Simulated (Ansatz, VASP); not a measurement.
# Two plane-wave programs on SnTe5

```
Sn Te
1.0
     6.82378    0.00000    0.00000
    -3.41189    5.90957    0.00000
     0.00000    0.00000    4.56006
Sn Te
1 5
Direct
  0.00000 0.00000 0.50000
  0.66273 0.00000 0.00000
  0.33727 0.33727 0.00000
  0.00000 0.66273 0.00000
  0.66667 0.33333 0.50000
  0.33333 0.66667 0.50000
```

Change from the starting cell: species swapped into the MgSn5 type (P-62m, No. 189).

Alike in both runs: task relaxation of cell and atoms; functional PBE; k mesh 6 × 6 × 8; occupations gaussian, width 0.1 eV; no spin polarisation.

```csv
,VASP,Ansatz
version,VASP 6.6.1,Ansatz 0.2.0
potentials or method,"VASP PAW PBE potentials, release 64 (Sn_d, Te), cutoff 600 eV","scalar-relativistic, plane waves, PAW"
valence electrons in the cell,44,94
```

VASP gave:

| Quantity | Value |
| --- | --- |
| gap on the k mesh at the Fermi level, each at its own relaxed structure (eV) | none |
| relaxed volume (Å³/atom) | 31.45 |
| relaxed cell length with the largest relative difference (Å) | 7.053 |

**Question.** Which values does Ansatz return?

**Answer.** gap on the k mesh at the Fermi level, each at its own relaxed structure (eV): none; relaxed volume (Å³/atom): 31.49; relaxed cell length with the largest relative difference (Å): 7.056.

A gap of «none» marks a metal or a gap that the smearing closes. VASP's potentials hold 44 valence electrons a cell and Ansatz's 94, so a difference there can come from the potentials and not from the codes.

Neither program's run includes spin-orbit coupling.
